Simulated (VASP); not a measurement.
# BaSrTi2O6 in VASP: notebook

The runs below take BaSrTi2O6 through single point, with PBEsol, HSE06.

Everything below comes from runs of VASP 6.6.1. Logs are shortened: lines on timing, memory, paths and dates and some standing lists are left out, and cuts for length are marked.

### Step 1. The cell of the first run

The typed cell holds 40 atoms: a = 7.881 Å, b = 7.881 Å, c = 7.881 Å, α = 90.00°, β = 90.00°, γ = 90.00°.

### Step 2. Single point, PBEsol

INCAR

```
PREC = Accurate
ENCUT = 700
EDIFF = 1E-6
ISMEAR = -1
SIGMA = 0.05
LREAL = Auto
LASPH = True
NELM = 120
ALGO = Normal
ISIF = 2
LWAVE = False
LCHARG = False
GGA = PS
NBANDS = 186
ISYM = -1
GGA_COMPAT = False
```

KPOINTS

```
explicit points
1
Reciprocal
  0.25000000   0.25000000   0.25000000 1
```

POSCAR

```
BaSrTi2O6
1.0
    7.8814958963      0.0000000000      0.0000000000
    0.0000000000      7.8814958963      0.0000000000
    0.0000000000      0.0000000000      7.8814958963
Ba Sr Ti O
4 4 8 24
Direct
    0.0032910000      0.0029870000      0.0029810000
    0.0032880000      0.0029870000      0.5029840000
    0.0032900000      0.5029910000      0.0029830000
    0.0032940000      0.5029900000      0.5029820000
    0.5047870000      0.0058060000      0.0058030000
    0.5047900000      0.0058110000      0.5058010000
    0.5047960000      0.5058210000      0.0057990000
    0.5048010000      0.5058190000      0.5058000000
    0.2620130000      0.2568280000      0.2568230000
    0.2620030000      0.2568300000      0.7568220000
    0.2619980000      0.7568290000      0.2568170000
    0.2620090000      0.7568290000      0.7568160000
    0.7524350000      0.2575180000      0.2575150000
    0.7524230000      0.2575120000      0.7575130000
    0.7524230000      0.7575180000      0.2575150000
    0.7524340000      0.7575140000      0.7575140000
    0.2548550000      0.2471940000      0.9962080000
    0.2548300000      0.2471780000      0.4962060000
    0.2548490000      0.7471800000      0.9962210000
    0.2548590000      0.7471860000      0.4962230000
    0.7394920000      0.2473420000      0.9964090000
    0.7395260000      0.2473430000      0.4964110000
    0.7395290000      0.7473390000      0.9964180000
    0.7395160000      0.7473380000      0.4964170000
    0.9946660000      0.2483610000      0.2483240000
    0.9946690000      0.2483600000      0.7483470000
    0.9946780000      0.7483600000      0.2483490000
    0.9946740000      0.7483570000      0.7483440000
    0.4975300000      0.2456970000      0.2457130000
    0.4975280000      0.2456970000      0.7456740000
    0.4975340000      0.7457120000      0.2456980000
    0.4975370000      0.7457150000      0.7457170000
    0.2548440000      0.9962210000      0.2471640000
    0.2548510000      0.9962230000      0.7471770000
    0.2548530000      0.4962240000      0.2471690000
    0.2548560000      0.4962280000      0.7471590000
    0.7395070000      0.9964230000      0.2473330000
    0.7395150000      0.9964220000      0.7473280000
    0.7395070000      0.4964270000      0.2473300000
    0.7395010000      0.4964270000      0.7473250000
```

Potentials or basis: VASP PAW PBE potentials, release 64 (Ba_sv, Sr_sv, Ti_sv, O).

Run with:

```bash
$ cat potpaw_PBE.64/Ba_sv/POTCAR potpaw_PBE.64/Sr_sv/POTCAR potpaw_PBE.64/Ti_sv/POTCAR potpaw_PBE.64/O/POTCAR > POTCAR
$ mpirun -np 1 vasp_std > vasp.out
```

OUTCAR:

```text
PREC = Accurate
   ENCUT = 700
   EDIFF = 1E-6
   ISMEAR = -1
   LREAL = Auto
   LASPH = True
   NELM = 120
   ISIF = 2
   GGA = PS
   ISYM = -1

 ion  position               nearest neighbor table
   1  0.003  0.003  0.003-  25 2.74  33 2.76  17 2.76  27 2.79  26 2.79  34 2.83  19 2.83  37 2.83
                            21 2.83  28 2.84  23 2.90  38 2.90  16 3.38  14 3.42  15 3.42  12 3.42
   2  0.003  0.003  0.503-  26 2.74  18 2.76  34 2.76  28 2.79  25 2.79  20 2.83  33 2.83  38 2.83
                            22 2.83  27 2.84  24 2.90  37 2.90  15 3.38  13 3.42  16 3.42  11 3.42
   3  0.003  0.503  0.003-  27 2.74  19 2.76  35 2.76  25 2.79  28 2.79  17 2.83  36 2.83  23 2.83
                            39 2.83  26 2.84  40 2.90  21 2.90  14 3.38  16 3.42  13 3.42  10 3.42
   4  0.003  0.503  0.503-  28 2.74  36 2.76  20 2.76  26 2.79  27 2.79  18 2.83  35 2.83  24 2.83
                            40 2.83  25 2.84  22 2.90  39 2.90  13 3.38  15 3.42  14 3.42   9 3.42
   5  0.505  0.006  0.006-  21 2.66  37 2.66  29 2.67  33 2.74  17 2.74  38 2.75  23 2.75  31 2.79
                            30 2.79  34 2.84  19 2.84  32 2.90  12 3.37  11 3.38  10 3.38  16 3.39
   6  0.505  0.006  0.506-  38 2.66  22 2.66  30 2.67  34 2.74  18 2.74  37 2.75  24 2.75  29 2.79
                            32 2.79  20 2.84  33 2.84  31 2.90  11 3.37   9 3.38  12 3.38  15 3.39
   7  0.505  0.506  0.006-  39 2.66  23 2.66  31 2.67  19 2.74  35 2.74  21 2.75  40 2.75  32 2.79
                            29 2.79  17 2.84  36 2.84  30 2.90  10 3.37  12 3.38   9 3.38  14 3.39
   8  0.505  0.506  0.506-  40 2.66  24 2.66  32 2.67  36 2.74  20 2.74  39 2.75  22 2.75  31 2.79
                            30 2.79  35 2.84  18 2.84  29 2.90   9 3.37  11 3.38  10 3.38  13 3.39
   9  0.262  0.257  0.257-  29 1.86  18 1.89  35 1.89  33 2.06  17 2.06  25 2.11   8 3.37   6 3.38
                             7 3.38   5 3.39   4 3.42   3 3.45   2 3.45   1 3.49
  10  0.262  0.257  0.757-  30 1.86  17 1.89  36 1.89  34 2.06  18 2.06  26 2.11   7 3.37   5 3.38
                             8 3.38   6 3.39   3 3.42   4 3.45   1 3.45   2 3.49
  11  0.262  0.757  0.257-  31 1.86  33 1.89  20 1.89  19 2.06  35 2.06  27 2.11   6 3.37   5 3.38
                             8 3.38   7 3.39   2 3.42   1 3.45   4 3.45   3 3.49
  12  0.262  0.757  0.757-  32 1.86  34 1.89  19 1.89  20 2.06  36 2.06  28 2.11   5 3.37   7 3.38
                             6 3.38   8 3.39   1 3.42   2 3.45   3 3.45   4 3.49
  13  0.752  0.258  0.258-  22 1.89  39 1.89  25 1.91  29 2.01  37 2.06  21 2.06   4 3.38   8 3.39
                             6 3.40   7 3.40   2 3.42   3 3.42   5 3.42   1 3.46
  14  0.752  0.258  0.758-  21 1.89  40 1.89  26 1.91  30 2.01  38 2.06  22 2.06   3 3.38   7 3.39
                             5 3.40   8 3.40   1 3.42   4 3.42   6 3.42   2 3.46
  15  0.752  0.758  0.258-  24 1.89  37 1.89  27 1.91  31 2.01  39 2.06  23 2.06   2 3.38   6 3.39
                             8 3.40   5 3.40   4 3.42   1 3.42   7 3.42   3 3.46
  16  0.752  0.758  0.758-  23 1.89  38 1.89  28 1.91  32 2.01  40 2.06  24 2.06   1 3.38   5 3.39
                             7 3.40   6 3.40   3 3.42   2 3.42   8 3.42   4 3.46
  17  0.255  0.247  0.996-  10 1.89   9 2.06   5 2.74   1 2.76   3 2.83   7 2.84
  18  0.255  0.247  0.496-   9 1.89  10 2.06   6 2.74   2 2.76   4 2.83   8 2.84
  19  0.255  0.747  0.996-  12 1.89  11 2.06   7 2.74   3 2.76   1 2.83   5 2.84
  20  0.255  0.747  0.496-  11 1.89  12 2.06   8 2.74   4 2.76   2 2.83   6 2.84
  21  0.739  0.247  0.996-  14 1.89  13 2.06   5 2.66   7 2.75   1 2.83   3 2.90
  22  0.740  0.247  0.496-  13 1.89  14 2.06   6 2.66   8 2.75   2 2.83   4 2.90
[... 16 lines left out ...]
  39  0.740  0.496  0.247-  13 1.89  15 2.06   7 2.66   8 2.75   3 2.83   4 2.90
  40  0.740  0.496  0.747-  14 1.89  16 2.06   8 2.66   7 2.75   4 2.83   3 2.90

IMPORTANT INFORMATION: All symmetrisations will be switched off!
NOSYMM: (Re-)initialisation of all symmetry stuff for point group C_1.

----------------------------------------------------------------------------------------

                                     Primitive cell

  volume of cell :     489.5826

  direct lattice vectors                    reciprocal lattice vectors
     7.881495896  0.000000000  0.000000000     0.126879467  0.000000000  0.000000000
     0.000000000  7.881495896  0.000000000     0.000000000  0.126879467  0.000000000
     0.000000000  0.000000000  7.881495896     0.000000000  0.000000000  0.126879467

  length of vectors
     7.881495896  7.881495896  7.881495896     0.126879467  0.126879467  0.126879467

  position of ions in fractional coordinates (direct lattice)
     0.003291000  0.002987000  0.002981000
     0.003288000  0.002987000  0.502984000
     0.003290000  0.502991000  0.002983000
     0.003294000  0.502990000  0.502982000
     0.504787000  0.005806000  0.005803000
     0.504790000  0.005811000  0.505801000
[... 32 lines left out ...]
     0.739507000  0.496427000  0.247330000
     0.739501000  0.496427000  0.747325000

  ion indices of the primitive-cell ions
   primitive index   ion index
                 1           1
                 2           2
                 3           3
                 4           4
                 5           5
                 6           6
[... 32 lines left out ...]
                39          39
                40          40

----------------------------------------------------------------------------------------

 KPOINTS: explicit points

Read explicit list of k-points.

 Found      1 k-points:

 Following reciprocal coordinates:
            Coordinates               Weight
  0.250000  0.250000  0.250000      1.000000
   k-points           NKPTS =      1   k-points in BZ     NKDIM =      1   number of bands    NBANDS=    186
   number of dos      NEDOS =    301   number of ions     NIONS =     40
   total plane-waves  NPLWV = 343000
   dimension x,y,z NGX =    70 NGY =   70 NGZ =   70
   dimension x,y,z NGXF=   140 NGYF=  140 NGZF=  140
   ions per type =               4   4   8  24
   NGX,Y,Z   is equivalent  to a cutoff of  14.77, 14.77, 14.77 a.u.
   NGXF,Y,Z  is equivalent  to a cutoff of  29.53, 29.53, 29.53 a.u.
 SYSTEM =  unknown system
   PREC   = accura    normal or accurate (medium, high low for compatibility)
   ISTART =      0    job   : 0-new  1-cont  2-samecut
   ICHARG =      2    charge: 1-file 2-atom 10-const
   ISPIN  =      1    spin polarized calculation?
   LNONCOLLINEAR =      F non collinear calculations
   LSORBIT =      F    spin-orbit coupling
   LASPH  =      T    aspherical Exc in radial PAW
   ENCUT  =  700.0 eV  51.45 Ry    7.17 a.u.  17.00 17.00 17.00*2*pi/ulx,y,z
   NELM   =    120;   NELMIN=  2; NELMDL= -5     # of ELM steps
   EDIFF  = 0.1E-05   stopping-criterion for ELM
   LREAL  =      T    real-space projection
   EDIFFG = 0.1E-04   stopping-criterion for IOM
   NSW    =      0    number of steps for IOM
   IBRION =     -1    ionic relax: 0-MD 1-quasi-New 2-CG
   NFREE  =      0    steps in history (QN), initial steepest desc. (CG)
   ISIF   =      2    stress and relaxation
   ISYM   =     -1    0-nonsym 1-usesym 2-fastsym
   POTIM  = 0.5000    time-step for ionic-motion
   TEBEG  =    0.0;   TEEND  =   0.0 temperature during run
   PSTRESS=    0.0 pullay stress
   NELECT =     320.0000    total number of electrons
   NUPDOWN=      -1.0000    fix difference up-down
   EMIN   =  10.00;   EMAX   =-10.00  energy-range for DOS
   EFERMI =   0.00;   METHOD = LEGACY
   ISMEAR =    -1;   SIGMA  =   0.05  broadening in eV -4-tet -1-fermi 0-gaus
   EFERMI_NEDOS =   21; number of points for ismear=-14 and -15
   IALGO  =     38    algorithm
   IMIX   =      4    mixing-type and parameters
     AMIX     =   0.40;   BMIX     =  1.00
     AMIX_MAG =   1.60;   BMIX_MAG =  1.00
  volume/ion in A,a.u.               =      12.24        82.60
  Fermi-wavevector in a.u.,A,eV,Ry     =   1.420745  2.684819 27.463587  2.018517
  Thomas-Fermi vector in A             =   2.541628
   LORBIT       =      0    0 simple, 1 ext, 2 COOP (PROOUT), +10 PAW based schemes
   GGA     = PS    functional components
   LHFCALC =     F    Hartree Fock is set to
   AEXX    =    0.0000 exact exchange contribution
   IVDW    =     0    specifies the selected vdW correction
   LEPSILON=     F    determine dielectric tensor
   LRPA    =     F    only Hartree local field effects (RPA)
 non-spin polarized calculation
  energy-cutoff  :      700.00
  volume of cell :      489.58
 maximum number of plane-waves:     20621
 NGX is ok and might be reduce to    70
   NGX = 35   NGY = 35   NGZ = 35

 number of electron     320.0000077 magnetization

 Free energy of the ion-electron system (eV)
  ---------------------------------------------------
  ext. energy  EPLUGINS =         0.00000000
  ---------------------------------------------------
  free energy    TOTEN  =      -336.27667807 eV

  energy without entropy =     -336.27667807  energy(sigma->0) =     -336.27667807

 E-fermi :   4.9462     XC(G=0): -11.5738

 val. band max:        3.7184421294   @ k =   0.2500   0.2500   0.2500
 cond. band min:       6.5366739868   @ k =   0.2500   0.2500   0.2500
 fundamental gap:      2.8182318574
 Fermi energy:         4.9462292577

 k-point     1 :       0.2500    0.2500    0.2500
  band No.  band energies     occupation
      1     -52.1608      2.00000
      2     -52.1599      2.00000
      3     -52.1598      2.00000
      4     -52.1589      2.00000
      5     -52.1586      2.00000
      6     -52.1577      2.00000
[... 164 lines left out ...]
    171       7.5254      0.00000
    172       7.5255      0.00000
 [bands above 172 left out]

------------------------ aborting loop because EDIFF is reached ----------------------------------------

  FORCE on cell =-STRESS in cart. coord.  units (eV):
  Direction    XX          YY          ZZ          XY          YZ          ZX
  --------------------------------------------------------------------------------------
  -------------------------------------------------------------------------------------
  Total        3.2900311      3.6788253      3.6799842     -1.4670084     -1.5776545     -1.4656946
  in kB       10.7667499     12.0390936     12.0428860     -4.8008400     -5.1629335     -4.7965404
  external PRESSURE =      11.6162431 kB  Pullay stress =       0.0000000 kB

 VOLUME and BASIS-vectors are now :
 -----------------------------------------------------------------------------
  energy-cutoff  :      700.00
  volume of cell :      489.58
      direct lattice vectors                 reciprocal lattice vectors
     7.881495896  0.000000000  0.000000000     0.126879467  0.000000000  0.000000000
     0.000000000  7.881495896  0.000000000     0.000000000  0.126879467  0.000000000
     0.000000000  0.000000000  7.881495896     0.000000000  0.000000000  0.126879467

 POSITION                                       TOTAL-FORCE (eV/Angst)
 -----------------------------------------------------------------------------------
      0.02594      0.02354      0.02349        -0.021458     -0.020308     -0.020526
      0.02591      0.02354      3.96427        -0.021238     -0.020317     -0.020702
      0.02593      3.96432      0.02351        -0.021299     -0.020532     -0.020632
      0.02596      3.96431      3.96425        -0.021533     -0.020579     -0.020537
      3.97848      0.04576      0.04574        -0.007096     -0.009070     -0.009165
      3.97850      0.04580      3.98647        -0.007200     -0.009093     -0.008972
[... 32 lines left out ...]
      5.82842      3.91259      1.94933        -0.035819      0.024181      0.005187
      5.82837      3.91259      5.89004        -0.035439      0.023863      0.005471
 -----------------------------------------------------------------------------------
    total drift:                                0.007939      0.010537      0.011553

  FREE ENERGIE OF THE ION-ELECTRON SYSTEM (eV)
  ---------------------------------------------------
  free  energy   TOTEN  =      -336.2766780711 eV

  energy  without entropy=     -336.2766780711  energy(sigma->0) =     -336.27667807
```

It took 4.3 min on 1 thread of AMD EPYC 9R45 (Zen 5), shared host; peak memory 0.73 GiB.

What came out:

| Quantity | Value |
| --- | --- |
| Free energy | -336.2767 eV |
| Pressure | 1.2 GPa |
| Largest force | 0.055 eV/Å |
| Band gap on the k mesh | 2.82 eV |

Forces in eV/Å, atoms in the order of the input:
```
Ba  -0.021 -0.020 -0.021
Ba  -0.021 -0.020 -0.021
Ba  -0.021 -0.021 -0.021
Ba  -0.022 -0.021 -0.021
Sr  -0.007 -0.009 -0.009
Sr  -0.007 -0.009 -0.009
Sr  -0.007 -0.009 -0.009
Sr  -0.007 -0.009 -0.009
Ti  -0.006 -0.022 -0.023
Ti  -0.005 -0.022 -0.024
Ti  -0.005 -0.023 -0.023
Ti  -0.005 -0.023 -0.023
Ti  -0.036 -0.019 -0.019
Ti  -0.036 -0.018 -0.019
Ti  -0.036 -0.019 -0.019
Ti  -0.037 -0.019 -0.019
O    0.049  0.006  0.023
O    0.049  0.006  0.024
O    0.048  0.006  0.023
O    0.048  0.007  0.022
O   -0.036  0.005  0.025
O   -0.036  0.005  0.025
O   -0.036  0.005  0.025
O   -0.036  0.005  0.024
O    0.015  0.008  0.008
O    0.015  0.008  0.008
O    0.015  0.008  0.008
O    0.015  0.008  0.008
O    0.030  0.004  0.004
O    0.030  0.004  0.004
O    0.029  0.004  0.004
O    0.029  0.004  0.004
O    0.049  0.024  0.007
O    0.048  0.023  0.007
O    0.049  0.023  0.007
O    0.048  0.023  0.007
O   -0.035  0.025  0.005
O   -0.036  0.025  0.005
O   -0.036  0.024  0.005
O   -0.035  0.024  0.005
```

Stress tensor (GPa, compression positive):
```
 1.08 -0.48 -0.48
-0.48  1.20 -0.52
-0.48 -0.52  1.20
```

Levels at points of the mesh, in eV from the valence-band top:
```
           k point  band 157  band 158  band 159  band 160  band 161  band 162  band 163  band 164
(0.25, 0.25, 0.25)     -0.12     -0.12     -0.12      0.00      2.82      2.82      2.82      2.93
```

Caveat: the PAW data sets were made with another functional, which shifts forces and pressure a little; spin-orbit coupling is left out, which moves the levels of the heavy elements; a shifted mesh leaves out Γ, where band edges can lie.

### Step 3. Single point, HSE06

POSCAR, as its differences from that of step 2:

```diff
@@ -2,5 +2,5 @@
 1.0
-    7.8814958963      0.0000000000      0.0000000000
-    0.0000000000      7.8814958963      0.0000000000
-    0.0000000000      0.0000000000      7.8814958963
+    7.8814960000      0.0000000000      0.0000000000
+    0.0000000000      7.8814960000      0.0000000000
+    0.0000000000      0.0000000000      7.8814960000
 Ba Sr Ti O
```

INCAR.step1

```
ALGO = Normal ; EDIFF = 1E-5
ENCUT = 520 ; GGA = PE
GGA_COMPAT = F ; ISIF = 2
ISMEAR = -1 ; ISYM = -1
LASPH = T ; LCHARG = F
LREAL = Auto ; LWAVE = T
NBANDS = 186 ; NELM = 120
PREC = Accurate ; SIGMA = 0.05
```

INCAR.step2

```
ALGO = Normal ; EDIFF = 1E-6
ENCUT = 520 ; GGA = PE
GGA_COMPAT = F ; HFSCREEN = 0.2079
ISIF = 2 ; ISMEAR = -1
ISTART = 1 ; ISYM = -1
LASPH = T ; LCHARG = F
LHFCALC = T ; LREAL = Auto
LWAVE = F ; NBANDS = 186
NELM = 120 ; PREC = Accurate
PRECFOCK = Fast ; SIGMA = 0.05
```

KPOINTS is that of step 2.

Potentials or basis: VASP PAW PBE potentials, release 64 (Ba_sv, Sr_sv, Ti_sv, O).

Run with:

```bash
$ cat potpaw_PBE.64/Ba_sv/POTCAR potpaw_PBE.64/Sr_sv/POTCAR potpaw_PBE.64/Ti_sv/POTCAR potpaw_PBE.64/O/POTCAR > POTCAR
$ cp INCAR.step1 INCAR
$ mpirun -np 1 vasp_std > vasp.out
$ cp INCAR.step2 INCAR
$ mpirun -np 1 vasp_std > vasp.out
```

It took 15 min on 1 thread of AMD EPYC 9R45 (Zen 5), shared host; peak memory 0.71 GiB.

The run converged. Its results:

* Free energy: -389.5124 eV
* Pressure: 1.6 GPa
* Largest force: 0.119 eV/Å
* Band gap on the k mesh: 4.44 eV

Forces in eV/Å, atoms in the order of the input:
```
Ba  -0.033 -0.027 -0.027
Ba  -0.033 -0.027 -0.028
Ba  -0.033 -0.027 -0.027
Ba  -0.033 -0.027 -0.027
Sr  -0.016 -0.020 -0.020
Sr  -0.016 -0.020 -0.020
Sr  -0.017 -0.021 -0.020
Sr  -0.017 -0.021 -0.020
Ti   0.072  0.006  0.006
Ti   0.073  0.006  0.006
Ti   0.073  0.006  0.006
Ti   0.073  0.006  0.007
Ti  -0.057  0.001  0.001
Ti  -0.057  0.002  0.001
Ti  -0.056  0.001  0.001
Ti  -0.057  0.001  0.001
O    0.090  0.043 -0.062
O    0.091  0.044 -0.062
O    0.090  0.043 -0.063
O    0.090  0.043 -0.063
O   -0.004  0.046 -0.071
O   -0.004  0.046 -0.071
O   -0.005  0.046 -0.072
O   -0.005  0.046 -0.071
O   -0.066  0.041  0.041
O   -0.066  0.041  0.041
O   -0.066  0.041  0.041
O   -0.066  0.041  0.041
O   -0.073  0.044  0.044
O   -0.073  0.044  0.044
O   -0.073  0.044  0.043
O   -0.073  0.044  0.043
O    0.091 -0.062  0.044
O    0.090 -0.062  0.043
O    0.090 -0.062  0.044
O    0.090 -0.062  0.044
O   -0.004 -0.071  0.046
O   -0.004 -0.071  0.046
O   -0.004 -0.072  0.046
O   -0.004 -0.072  0.047
```

Stress tensor (GPa, compression positive):
```
 1.53 -0.28 -0.28
-0.28  1.64 -0.32
-0.28 -0.32  1.64
```

Levels at points of the mesh, in eV from the valence-band top:
| k point | band 158 | band 159 | band 160 | band 161 | band 162 | band 163 |
| --- | --- | --- | --- | --- | --- | --- |
| (0.25, 0.25, 0.25) | -0.11 | -0.11 | 0.00 | 4.44 | 4.45 | 4.45 |

Caveat: the PAW data sets were made with another functional, which shifts forces and pressure a little; spin-orbit coupling is left out, which moves the levels of the heavy elements; a shifted mesh leaves out Γ, where band edges can lie. A k mesh can miss the band edges.
